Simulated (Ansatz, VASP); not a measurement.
**One calculation of Ge, two programs**

```xyz
1
Lattice="1.4670 -2.7305 0.0000 1.4670 2.7305 0.0000 0.0000 0.0000 2.8331" Properties=species:S:1:pos:R:3 pbc="T T T"
Ge    1.4670    0.0000    0.0000
```

Change from the starting cell: strain +0.050 along x and y, +0.050 along z, atoms carried along.

Alike in both runs: task single point; functional PBE; k mesh 20 × 20 × 18; occupations gaussian, width 0.15 eV; no spin polarisation.

|  | VASP | Ansatz |
| --- | --- | --- |
| version | VASP 6.6.1 | Ansatz 0.2.0 |
| potentials or method | VASP PAW PBE potentials, release 64 (Ge_d), cutoff 520 eV | scalar-relativistic, plane waves, PAW |
| valence electrons in the cell | 14 | 14 |

Ansatz gave:

* gap on the k mesh at the Fermi level (eV): none
* pressure (GPa): -7.3
* traceless stress, the component that is largest in VASP (GPa): -0.35

Problem. Which values does VASP return?

Solution. gap on the k mesh at the Fermi level (eV): none; pressure (GPa): -7.3; traceless stress, the component that is largest in VASP (GPa): -0.36.

A gap of «none» marks a metal or a gap that the smearing closes.
